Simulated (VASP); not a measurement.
The system is LiSe6.

```
Li Se
1.0
     5.84250    0.00000    0.00000
    -2.92125    5.05975    0.00000
     0.00000    0.00000    4.95067
Li Se
1 6
Direct
  0.00000 0.00000 0.00000
  0.00000 0.33361 0.50000
  0.66639 0.66639 0.50000
  0.33361 0.00000 0.50000
  0.00000 0.66639 0.50000
  0.33361 0.33361 0.50000
  0.66639 0.00000 0.50000
```

The cell was built from a structure type or drawn by symmetry, and may not be a known phase.

```yaml
Program: VASP 6.6.1
Task: relaxation of cell and atoms
Functional: PBE
Potentials_or_basis: VASP PAW PBE potentials, release 64 (Li_sv, Se)
Cutoff: 600 eV
k_mesh: 3 × 3 × 4
Occupations: gaussian, width 0.1 eV
Spin: no spin polarisation
```

At the start: pressure 103.1 GPa; volume 20.91 Å³/atom.

Problem. Where does the relaxation end?

Solution. Over 21 steps the energy falls by 4571.9 meV/atom and the volume is 32.67 Å³/atom (+56.3 %); space group P6/mmm (No. 191, to 0.1 Å) before and after.

The path:
```
step  energy change (eV)  largest force (eV/Å)  pressure (GPa)  volume (Å³)
   1              0.0000                0.2828          103.07       146.35
   2            -18.5827                0.2620           -3.85       569.70
   3            -20.9271                0.2812           -4.41       504.73
   4            -23.2176                0.3035           -4.99       449.59
   5            -30.9431                0.5239           -2.40       277.26
   6            -30.3428                0.5115            5.85       232.31
   7            -31.0916                0.5519           -0.96       264.79
   8            -31.0999                0.5570           -0.47       261.25
   9            -31.2295                0.7508           -0.51       257.80
  10            -31.5681                0.6389           -0.31       249.07
  11            -31.8753                0.2558            1.57       231.44
  12            -31.9417                0.2131            0.95       232.60
  13            -31.9846                0.0583           -0.35       235.33
  14            -31.9924                0.1075           -0.05       234.67
  15            -31.9924                0.1111           -0.02       234.62
  16            -31.9949                0.0810           -0.10       234.42
  17            -31.9983                0.0066           -0.33       233.82
  18            -32.0008                0.0027           -0.21       232.31
  19            -32.0028                0.0177            0.01       229.68
  20            -32.0028                0.0191            0.03       229.43
  21            -32.0036                0.0042           -0.01       228.72
```

Final structure:
```
Li Se
1.0
     8.02501    0.00000    0.00000
    -4.01250    6.94986    0.00000
     0.00000    0.00000    4.10086
Li Se
1 6
Direct
  0.00000 0.00000 0.00000
  0.00000 0.30714 0.50000
  0.69286 0.69286 0.50000
  0.30714 0.00000 0.50000
  0.00000 0.69286 0.50000
  0.30714 0.30714 0.50000
  0.69286 0.00000 0.50000
```

Caveat: the k points lie up to 0.38 Å⁻¹ apart in the final cell, too coarse for converged energies and pressures of a metal; the cutoff is under 1.25 times the usual one of these potentials, so pressure, stress and relaxed cells hold a basis-set (Pulay) error; the volume moved by over 15 % at a fixed basis, so the end points are rough.
